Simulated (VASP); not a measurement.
Runs of VASP 6.6.1 on Hf. The structure is that of space group Im-3m (No. 229), or close to it. The cells are those of the table. 

```csv
task,cell,cutoff (eV),gap on the mesh (eV),pressure (GPa)
single point,"a = 2.996 Å, angles 70.5, 109.5, 70.5°, 1 atom",520,none,(a)
relaxation of cell and atoms,"relaxed from a = 3.074 Å, angles 70.5, 109.5, 70.5°, 1 atom",600,none,0.0
single point,"a = 2.981 Å, angles 70.5, 109.5, 70.5°, 1 atom",520,none,0.1
single point,"a = 2.966 Å, angles 70.5, 109.5, 70.5°, 1 atom",520,none,1.8
```

Alike in all rows: level LDA; potentials or basis VASP PAW LDA potentials, release 64 (Hf_pv); no spin polarisation; k mesh 9 × 9 × 9; smearing fermi-dirac 0.1 eV.

Question: Fill in the values left out.

Answer: (a) -1.5.

Caveats: spin-orbit coupling is left out, which moves the levels of the heavy elements.

A k mesh can miss the band edges, and the runs leave out spin-orbit coupling on Hf.

A gap of «none» marks levels without a gap at the run's occupations.
